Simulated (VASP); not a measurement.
Input of a VASP 6.6.1 run:

Contents of INCAR:

```
SYSTEM = Ga
ALGO     = Fast           ! electronic algorithm
EDIFF    = 1E-7           ! SCF threshold, eV
ENCUT    = 520            ! plane-wave cutoff, eV
GGA      = PS             ! functional
ISIF     = 2              ! what is computed and relaxed
ISMEAR   = 0              ! smearing method
LASPH    = .True.         ! aspherical terms in the spheres
LCHARG   = .False.        ! write CHGCAR
LREAL    = .False.        ! projectors in reciprocal space
LWAVE    = .False.        ! write WAVECAR
NBANDS   = 20             ! bands
NELM     = 80             ! most SCF steps
PREC     = Accurate       ! precision mode
SIGMA    = 0.15           ! smearing width, eV
```

The input KPOINTS:

```
k-points
0
Gamma
  18 18 16
  0 0 0
```

The input POSCAR:

```
Ga
1.0
    1.4500000000     -4.0650000000      0.0000000000
    1.4500000000      4.0650000000      0.0000000000
    0.0000000000      0.0000000000      3.3285000000
Ga
2
Direct
    0.8670000000      0.1330000000      0.2500000000
    0.1330000000      0.8670000000      0.7500000000
```

Potentials or basis: VASP PAW PBE potentials, release 64 (Ga_d).

Command:

```console
$ cat potpaw_PBE.64/Ga_d/POTCAR > POTCAR
$ mpirun -np 1 vasp_std > vasp.out
```

(1) What does it give for the pressure?

(2) Predict the largest force.

(3) Estimate the band gap on the k mesh.

Answers

(1) -4.1 GPa.

(2) 0.153 eV/Å.

(3) zero (bands 13 and 14 overlap by 8.30 eV).

Caveat: the cell differs from its parent crystal (strain +0.000 along x and y, +0.050 along z); the cell stands under tension; the PAW data sets were made with another functional, which shifts forces and pressure a little.
